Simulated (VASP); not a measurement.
Write the native input for VASP 6.6.1 that does the following.

```
Task                   : single point
Functional             : LDA
Potentials or basis    : VASP PAW LDA potentials, release 64 (P, Ir_sv_GW)
Cutoff                 : 560 eV
k mesh                 : 14 × 14 × 14
Occupations            : fermi-dirac, width 0.15 eV
Spin                   : no spin polarisation
Dipole correction      : no
Further INCAR settings : ALGO = Normal; EDIFF = 1e-06; NBANDS = 26
```

The structure of PIr2 lies in POSCAR:

```
PIr2
1.0
    0.0000000000      2.7714625648      2.7714625648
    2.7714625648      0.0000000000      2.7714625648
    2.7714625648      2.7714625648      0.0000000000
P Ir
1 2
Direct
    0.0000000000      0.0000000000      0.0000000000
    0.2500000000      0.2500000000      0.2500000000
    0.7500000000      0.7500000000      0.7500000000
```

These files were run (other wordings do the same):

INCAR

```
SYSTEM = PIr2
ALGO     = Normal         ! electronic algorithm
EDIFF    = 1E-6           ! SCF threshold, eV
ENCUT    = 560            ! plane-wave cutoff, eV
GGA_COMPAT= .FALSE.      
ISIF     = 2              ! what is computed and relaxed
ISMEAR   = -1             ! smearing method
LASPH    = .TRUE.         ! aspherical terms in the spheres
LCHARG   = .FALSE.        ! write CHGCAR
LREAL    = .FALSE.        ! projectors in reciprocal space
LWAVE    = .FALSE.        ! write WAVECAR
NBANDS   = 26             ! bands
NELM     = 120            ! most SCF steps
PREC     = Accurate       ! precision mode
SIGMA    = 0.15           ! smearing width, eV
```

KPOINTS

```
k-points
0
G
  14 14 14
  0 0 0
```

Potentials or basis: VASP PAW LDA potentials, release 64 (P, Ir_sv_GW).

The run is started by

```console
$ cat potpaw_LDA.64/P/POTCAR potpaw_LDA.64/Ir_sv_GW/POTCAR > POTCAR
$ mpirun -np 1 vasp_std > vasp.out
```

It gave:

* Pressure: -6.4 GPa
* Band gap on the k mesh: zero (an odd number of electrons rules out a gap without spin polarisation)

Caveat: the cell stands under tension; spin-orbit coupling is left out, which moves the levels of the heavy elements.

Wall time 73 s on 1 thread of AMD EPYC 7R13 Processor (Zen 3), on a shared host, peak memory 0.21 GiB.
